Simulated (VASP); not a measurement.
# CoO (R3m) in VASP: settings compared

Aim: see how the results for CoO move with the level of theory and the settings. Levels: PBEsol, PBE. Tasks: single point.

Everything below comes from runs of VASP 6.6.1. Logs are shortened: lines on timing, memory, paths and dates and some standing lists are left out, and cuts for length are marked.

### 1 The cell of the first run

Symmetry: R3m, No. 160, trigonal system. Conventional cell: a = 3.204 Å, b = 3.204 Å, c = 7.699 Å, α = 90.00°, β = 90.00°, γ = 120.00°. Within 2.5 Å of Co (site symmetry 3m) lie 4 O at 1.91 to 1.96 Å. Within 2.5 Å of O (site symmetry 3m) lie 4 Co at 1.91 to 1.96 Å.

### 2 Single point, PBEsol, collinear spin, ferromagnetic start

INCAR

```
ALGO = Normal
EDIFF = 1E-6
ENCUT = 600
GGA = PS
GGA_COMPAT = False
ISIF = 2
ISMEAR = -1
ISPIN = 2
LASPH = True
LCHARG = False
LMAXMIX = 4
LORBIT = 11
LREAL = False
LWAVE = False
MAGMOM = 2 0
NBANDS = 22
NELM = 200
PREC = Accurate
SIGMA = 0.05
```

KPOINTS

```
k-points
0
Gamma
  6 6 6
```

POSCAR

```
CoO
1.0
    1.6022198417      0.9250420569      2.5664708903
   -1.6022198417      0.9250420569      2.5664708903
    0.0000000000     -1.8500841138      2.5664708903
Co O
1 1
Direct
    0.9989783200      0.9989783200      0.9989783200
    0.7510210300      0.7510210300      0.7510210300
```

Potentials or basis: VASP PAW PBE potentials, release 64 (Co_sv, O).

The run is started by

```bash
> cat potpaw_PBE.64/Co_sv/POTCAR potpaw_PBE.64/O/POTCAR > POTCAR
> mpirun -np 1 vasp_std > vasp.out
```

OUTCAR:

```text
EDIFF = 1E-6
   ENCUT = 600
   GGA = PS
   ISIF = 2
   ISMEAR = -1
   ISPIN = 2
   LASPH = True
   LORBIT = 11
   LREAL = False
   NELM = 200
   PREC = Accurate

 ion  position               nearest neighbor table
   1  0.999  0.999  0.999-   2 1.91   2 1.96   2 1.96   2 1.96
   2  0.751  0.751  0.751-   1 1.91   1 1.96   1 1.96   1 1.96

  LATTYP: Found a trigonal (rhomboedric) cell.
 ALAT       =     3.1637926700
 COS(alpha) =     0.4870699110

  Lattice vectors:

 A1 = (   1.6022198417,   0.9250420569,   2.5664708903)
 A2 = (  -1.6022198417,   0.9250420569,   2.5664708903)
 A3 = (   0.0000000000,  -1.8500841138,   2.5664708903)

Analysis of symmetry for initial positions (statically):
=====================================================================
 Subroutine PRICEL returns:
 Original cell was already a primitive cell.

 Routine SETGRP: Setting up the symmetry group for a
 trigonal (rhombohedral) supercell.

 Subroutine GETGRP returns: Found  6 space group operations
 (whereof  6 operations were pure point group operations)
 out of a pool of 12 trial point group operations.

The static configuration has the point symmetry C_3v.

Analysis of symmetry for dynamics (positions and initial velocities):
=====================================================================
 Subroutine PRICEL returns:
 Original cell was already a primitive cell.

 Routine SETGRP: Setting up the symmetry group for a
 trigonal (rhombohedral) supercell.

 Subroutine GETGRP returns: Found  6 space group operations
 (whereof  6 operations were pure point group operations)
 out of a pool of 12 trial point group operations.

The dynamic configuration has the point symmetry C_3v.

Analysis of structural, dynamic, and magnetic symmetry:
=====================================================================
 Subroutine PRICEL returns:
 Original cell was already a primitive cell.

 Routine SETGRP: Setting up the symmetry group for a
 trigonal (rhombohedral) supercell.

 Subroutine GETGRP returns: Found  6 space group operations
 (whereof  6 operations were pure point group operations)
 out of a pool of 12 trial point group operations.

The overall configuration has the point symmetry C_3v.

 Subroutine INISYM returns: Found  6 space group operations
 (whereof  6 operations are pure point group operations),
 and found     1 'primitive' translations

----------------------------------------------------------------------------------------

                                     Primitive cell

  volume of cell :      22.8229

  direct lattice vectors                    reciprocal lattice vectors
     1.602219842  0.925042057  2.566470890     0.312067038  0.180171988  0.129880037
    -1.602219842  0.925042057  2.566470890    -0.312067038  0.180171988  0.129880037
     0.000000000 -1.850084114  2.566470890     0.000000000 -0.360343977  0.129880037

  length of vectors
     3.163792670  3.163792670  3.163792670     0.383036037  0.383036037  0.383036037

  position of ions in fractional coordinates (direct lattice)
     0.998978320  0.998978320  0.998978320
     0.751021030  0.751021030  0.751021030

  ion indices of the primitive-cell ions
   primitive index   ion index
                 1           1
                 2           2

----------------------------------------------------------------------------------------

 KPOINTS: k-points

Automatic generation of k-mesh.
 Grid dimensions read from file:
 generate k-points for:    6    6    6

 Generating k-lattice:

  Cartesian coordinates                     Fractional coordinates (reciprocal lattice)
     0.052011173  0.030028665  0.021646673     0.166666667 -0.000000000  0.000000000
    -0.052011173  0.030028665  0.021646673    -0.000000000  0.166666667  0.000000000
     0.000000000 -0.060057329  0.021646673     0.000000000  0.000000000  0.166666667

  Length of vectors
     0.063839339  0.063839339  0.063839339

  Shift w.r.t. Gamma in fractional coordinates (k-lattice)
     0.000000000  0.000000000  0.000000000

 Subroutine IBZKPT returns following result:
 ===========================================

 Found     32 irreducible k-points:

 Following reciprocal coordinates:
            Coordinates               Weight
  0.000000  0.000000  0.000000      1.000000
  0.166667  0.000000  0.000000      6.000000
  0.333333  0.000000  0.000000      6.000000
  0.500000 -0.000000  0.000000      3.000000
  0.166667  0.166667  0.000000      6.000000
  0.333333  0.166667  0.000000     12.000000
[... 16 lines left out ...]
  0.500000  0.500000  0.166667      6.000000
 -0.333333  0.500000  0.166667     12.000000
 [... further k-points ...]
   k-points           NKPTS =     32   k-points in BZ     NKDIM =     32   number of bands    NBANDS=     22
   number of dos      NEDOS =    301   number of ions     NIONS =      2
   total plane-waves  NPLWV =  21952
   dimension x,y,z NGX =    28 NGY =   28 NGZ =   28
   dimension x,y,z NGXF=    56 NGYF=   56 NGZF=   56
   ions per type =               1   1
   NGX,Y,Z   is equivalent  to a cutoff of  14.71, 14.71, 14.71 a.u.
   NGXF,Y,Z  is equivalent  to a cutoff of  29.43, 29.43, 29.43 a.u.
 SYSTEM =  unknown system
   PREC   = accura    normal or accurate (medium, high low for compatibility)
   ISTART =      0    job   : 0-new  1-cont  2-samecut
   ICHARG =      2    charge: 1-file 2-atom 10-const
   ISPIN  =      2    spin polarized calculation?
   LNONCOLLINEAR =      F non collinear calculations
   LSORBIT =      F    spin-orbit coupling
   LASPH  =      T    aspherical Exc in radial PAW
   ENCUT  =  600.0 eV  44.10 Ry    6.64 a.u.   6.32  6.32  6.32*2*pi/ulx,y,z
   NELM   =    200;   NELMIN=  2; NELMDL= -5     # of ELM steps
   EDIFF  = 0.1E-05   stopping-criterion for ELM
   LREAL  =      F    real-space projection
   EDIFFG = 0.1E-04   stopping-criterion for IOM
   NSW    =      0    number of steps for IOM
   IBRION =     -1    ionic relax: 0-MD 1-quasi-New 2-CG
   NFREE  =      0    steps in history (QN), initial steepest desc. (CG)
   ISIF   =      2    stress and relaxation
   ISYM   =      2    0-nonsym 1-usesym 2-fastsym
   POTIM  = 0.5000    time-step for ionic-motion
   TEBEG  =    0.0;   TEEND  =   0.0 temperature during run
   PSTRESS=    0.0 pullay stress
   NELECT =      23.0000    total number of electrons
   NUPDOWN=      -1.0000    fix difference up-down
   EMIN   =  10.00;   EMAX   =-10.00  energy-range for DOS
   EFERMI =   0.00;   METHOD = LEGACY
   ISMEAR =    -1;   SIGMA  =   0.05  broadening in eV -4-tet -1-fermi 0-gaus
   EFERMI_NEDOS =   21; number of points for ismear=-14 and -15
   IALGO  =     38    algorithm
   IMIX   =      4    mixing-type and parameters
     AMIX     =   0.40;   BMIX     =  1.00
     AMIX_MAG =   1.60;   BMIX_MAG =  1.00
  volume/ion in A,a.u.               =      11.41        77.01
  Fermi-wavevector in a.u.,A,eV,Ry     =   1.641322  3.101648 36.653238  2.693937
  Thomas-Fermi vector in A             =   2.731812
   LORBIT       =     11    0 simple, 1 ext, 2 COOP (PROOUT), +10 PAW based schemes
   GGA     = PS    functional components
   LHFCALC =     F    Hartree Fock is set to
   AEXX    =    0.0000 exact exchange contribution
   IVDW    =     0    specifies the selected vdW correction
   LEPSILON=     F    determine dielectric tensor
   LRPA    =     F    only Hartree local field effects (RPA)
 spin polarized calculation
  energy-cutoff  :      600.00
  volume of cell :       22.82
 maximum number of plane-waves:       775
 NGX is ok and might be reduce to    28
   NGX = 13   NGY = 13   NGZ = 13

 number of electron      23.0000013 magnetization       2.7430993

 Free energy of the ion-electron system (eV)
  ---------------------------------------------------
  ext. energy  EPLUGINS =         0.00000000
  ---------------------------------------------------
  free energy    TOTEN  =       -14.29927814 eV

  energy without entropy =      -14.27979436  energy(sigma->0) =      -14.28953625

 E-fermi :   6.7307     XC(G=0): -11.7455

 val. band max:        6.7224602721   @ k =   0.5000   0.5000   0.5000
 cond. band min:       6.7343617400   @ k =  -0.3333   0.5000   0.3333
 fundamental gap:      0.0119014678
 Fermi energy:         6.7306707089

 spin component 1

 k-point     1 :       0.0000    0.0000    0.0000
  band No.  band energies     occupation
      1     -89.5460      1.00000
      2     -52.9540      1.00000
      3     -52.9317      1.00000
      4     -52.9317      1.00000
      5     -13.3161      1.00000
      6       0.4600      1.00000
[... 14 lines left out ...]
     21      27.0769      0.00000
     22      29.2503      0.00000

 k-point     2 :       0.1667    0.0000    0.0000
  band No.  band energies     occupation
      1     -89.5456      1.00000
      2     -52.9559      1.00000
      3     -52.9375      1.00000
      4     -52.9334      1.00000
      5     -13.1624      1.00000
      6       0.1476      1.00000
[... 542 lines left out ...]
 k-point    24 :      -0.3333    0.5000    0.1667
  band No.  band energies     occupation
      1     -89.5438      1.00000
      2     -52.9689      1.00000
      3     -52.9458      1.00000
      4     -52.9419      1.00000
      5     -12.4803      1.00000
      6      -0.1254      1.00000
[... 14 lines left out ...]
     21      31.8776      0.00000
     22      35.5050      0.00000

 [... further k-points ...]

 spin component 2

 k-point     1 :       0.0000    0.0000    0.0000
  band No.  band energies     occupation
      1     -86.7776      1.00000
      2     -50.2536      1.00000
      3     -50.2308      1.00000
      4     -50.2308      1.00000
      5     -12.7824      1.00000
      6       1.6146      1.00000
[... 14 lines left out ...]
     21      27.5365      0.00000
     22      29.7367      0.00000

 k-point     2 :       0.1667    0.0000    0.0000
  band No.  band energies     occupation
      1     -86.7772      1.00000
      2     -50.2557      1.00000
      3     -50.2372      1.00000
      4     -50.2325      1.00000
      5     -12.6209      1.00000
      6       1.1168      1.00000
[... 542 lines left out ...]
 k-point    24 :      -0.3333    0.5000    0.1667
  band No.  band energies     occupation
      1     -86.7751      1.00000
      2     -50.2712      1.00000
      3     -50.2472      1.00000
      4     -50.2424      1.00000
      5     -11.8979      1.00000
      6       0.5029      1.00000
[... 14 lines left out ...]
     21      32.2038      0.00000
     22      36.0763      0.00000

 [... further k-points ...]
[... 5 lines left out ...]
  --------------------------------------------------------------------------------------
  -------------------------------------------------------------------------------------
  Total       -1.7206025     -1.7206025     -1.0064511      0.0000000      0.0000000      0.0000000
  in kB     -120.7869355   -120.7869355    -70.6532413      0.0000000      0.0000000      0.0000000
  external PRESSURE =    -104.0757041 kB  Pullay stress =       0.0000000 kB

 VOLUME and BASIS-vectors are now :
 -----------------------------------------------------------------------------
  energy-cutoff  :      600.00
  volume of cell :       22.82
      direct lattice vectors                 reciprocal lattice vectors
     1.602219842  0.925042057  2.566470890     0.312067038  0.180171988  0.129880037
    -1.602219842  0.925042057  2.566470890    -0.312067038  0.180171988  0.129880037
     0.000000000 -1.850084114  2.566470890     0.000000000 -0.360343977  0.129880037

 POSITION                                       TOTAL-FORCE (eV/Angst)
 -----------------------------------------------------------------------------------
      0.00000      0.00000      7.69155         0.000000      0.000000      0.211273
      0.00000      0.00000      5.78242         0.000000     -0.000000     -0.211273
 -----------------------------------------------------------------------------------
    total drift:                               -0.000000      0.000000      0.000793

  FREE ENERGIE OF THE ION-ELECTRON SYSTEM (eV)
  ---------------------------------------------------
  free  energy   TOTEN  =       -14.2992781395 eV

  energy  without entropy=      -14.2797943566  energy(sigma->0) =      -14.28953625

 total charge

# of ion       s       p       d       tot
------------------------------------------
    1        2.168   6.089   6.677  14.934
    2        1.544   3.418   0.000   4.962
--------------------------------------------------
tot          3.711   9.507   6.677  19.896

 magnetization (x)

# of ion       s       p       d       tot
------------------------------------------
    1        0.012   0.021   2.268   2.302
    2        0.021   0.276   0.000   0.297
--------------------------------------------------
tot          0.033   0.297   2.268   2.599
```

Wall time 38 s (1 thread of AMD EPYC 7R13 (Zen 3), shared host); peak memory 0.15 GiB.

Results:

| Quantity | Value |
| --- | --- |
| Free energy | -14.2993 eV |
| Pressure | -10.4 GPa |
| Largest force | 0.211 eV/Å |
| Net moment | 2.74 μB per cell |
| Site moments | Co +2.30; O +0.30 μB |
| Valence electrons inside the program's atomic spheres | Co 14.93; O 4.96 |

Forces on the atoms (eV/Å):
```
Co   0.000  0.000  0.211
O    0.000  0.000 -0.211
```

Levels at points of the mesh, in eV from the Fermi level:
Spin up:
```
           k point  band 10  band 11  band 12  band 13  band 14  band 15  band 16  band 17
(0.00, 0.00, 0.00)    -2.29     0.01     0.26     0.26     0.42    13.82    13.82    14.40
(0.50, 0.00, 0.00)    -2.21    -2.20    -0.54    -0.48     5.55     6.80    13.37    13.72
(0.50, 0.50, 0.00)    -1.97    -1.83    -1.68    -1.59     5.08     9.80    10.90    13.97
(0.50, 0.50, 0.50)    -2.23    -2.23    -0.66    -0.66     5.52     7.12    13.27    13.27
```
Spin down:
| k point | band 7 | band 8 | band 9 | band 10 | band 11 | band 12 | band 13 | band 14 |
| --- | --- | --- | --- | --- | --- | --- | --- | --- |
| (0.00, 0.00, 0.00) | -5.04 | -5.04 | -0.46 | -0.46 | 0.48 | 2.50 | 2.50 | 2.60 |
| (0.50, 0.00, 0.00) | -4.86 | -4.84 | -0.26 | -0.24 | 0.15 | 1.65 | 1.68 | 6.01 |
| (0.50, 0.50, 0.00) | -4.59 | -4.55 | -0.95 | -0.07 | 0.06 | 0.79 | 0.87 | 6.05 |
| (0.50, 0.50, 0.50) | -4.79 | -4.79 | -0.22 | -0.22 | -0.01 | 1.52 | 1.52 | 5.96 |

Caveat: the k points lie up to 0.40 Å⁻¹ apart; the PAW data sets were made with another functional, which shifts forces and pressure a little; a cell with one magnetic atom can't hold antiferromagnetic order, which such compounds often take; semilocal functionals often make such compounds metallic where correlation or magnetic order opens a gap, which also shifts bond lengths. With open d or f shells a metallic result of PBEsol can be an artefact of self-interaction; +U or a hybrid may open a gap.

### 3 Single point, PBE, collinear spin, ferromagnetic start

INCAR

```
SYSTEM = CoO
PREC = Accurate
ENCUT = 600
EDIFF = 1E-6
ISMEAR = -1
SIGMA = 0.05
LREAL = .FALSE.
LASPH = .TRUE.
NELM = 200
ALGO = Normal
ISIF = 2
LWAVE = .FALSE.
LCHARG = .TRUE.
ISPIN = 2
MAGMOM = 0.5 0
LORBIT = 11
NUPDOWN = 0.5
LMAXMIX = 4
GGA = PE
LELF = .TRUE.
LVHAR = .TRUE.
NBANDS = 22
GGA_COMPAT = .FALSE.
```

KPOINTS

```
regular mesh
0
G
  9 9 9
  0 0 0
```

POSCAR is that of step 2.

Potentials or basis: VASP PAW PBE potentials, release 64 (Co_sv, O).

The run is started by

```bash
> cat potpaw_PBE.64/Co_sv/POTCAR potpaw_PBE.64/O/POTCAR > POTCAR
> mpirun -np 1 vasp_std > vasp.out
```

Run time: 72 s. Hardware: 1 thread of Intel Xeon 6975P-C (Granite Rapids), shared host; peak memory 0.22 GiB.

Results (log left out):

| Property | Result |
| --- | --- |
| Free energy | -13.0958 eV |
| Pressure | -15.7 GPa |
| Largest force | 0.192 eV/Å |
| Net moment | 0.50 μB per cell |
| Site moments | Co +0.46; O +0.03 μB |
| Valence electrons inside the program's atomic spheres | Co 14.99; O 4.94 |

Forces in eV/Å, atoms in the order of the input:
```
Co   0.000  0.000  0.192
O    0.000  0.000 -0.192
```

Stress tensor (GPa, compression positive):
```
-16.52   0.00   0.00
  0.00 -16.52   0.00
  0.00   0.00 -13.94
```

Caveat: the total moment is fixed, so each spin has its own Fermi level; a cell with one magnetic atom can't hold antiferromagnetic order, which such compounds often take.
